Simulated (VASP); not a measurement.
Write the native input for VASP 6.6.1 that does the following.

```yaml
Task: single point
Functional: PBEsol
Potentials_or_basis: VASP PAW PBE potentials, release 64 (C, N)
Cutoff: 520 eV
k_mesh: 7 × 7 × 7
Occupations: fermi-dirac, width 0.05 eV
Spin: no spin polarisation
Dipole_correction: no
Further_INCAR_settings: ALGO = Normal; EDIFF = 1e-06; NBANDS = 25
```

The structure of C3N4 lies in POSCAR:

```
C3N4
1.0
    3.4301838634      0.0000000000      0.0000000000
    0.0000000000      3.4301838634      0.0000000000
    0.0000000000      0.0000000000      3.4301838634
C N
3 4
Direct
    0.0000000000      0.0000000000      0.5000000000
    0.5000000000      0.0000000000      0.0000000000
    0.0000000000      0.5000000000      0.0000000000
    0.2460337726      0.2460337726      0.7539662274
    0.7539662274      0.7539662274      0.7539662274
    0.2460337726      0.7539662274      0.2460337726
    0.7539662274      0.2460337726      0.2460337726
```

These files were run (other wordings do the same):

INCAR

```
PREC = Accurate
ENCUT = 520
EDIFF = 1E-6
ISMEAR = -1
SIGMA = 0.05
LREAL = F
LASPH = T
NELM = 60
ALGO = Normal
ISIF = 2
LWAVE = F
LCHARG = F
GGA = PS
NBANDS = 25
```

KPOINTS

```
Automatic mesh
0
Gamma
  7 7 7
```

Potentials or basis: VASP PAW PBE potentials, release 64 (C, N).

Command:

```bash
$ cat potpaw_PBE.64/C/POTCAR potpaw_PBE.64/N/POTCAR > POTCAR
$ mpirun -np 1 vasp_std > vasp.out
```

Results of the run:

The pressure is 1.2 GPa and the largest force is 0.016 eV/Å. The band gap on the k mesh is 2.42 eV, direct.

Caveat: the PAW data sets were made with another functional, which shifts forces and pressure a little.

Run time: 20 s on 1 thread of Intel(R) Xeon(R) Platinum 8375C CPU @ 2.90GHz (Ice Lake), on a shared host, peak memory 0.15 GiB.
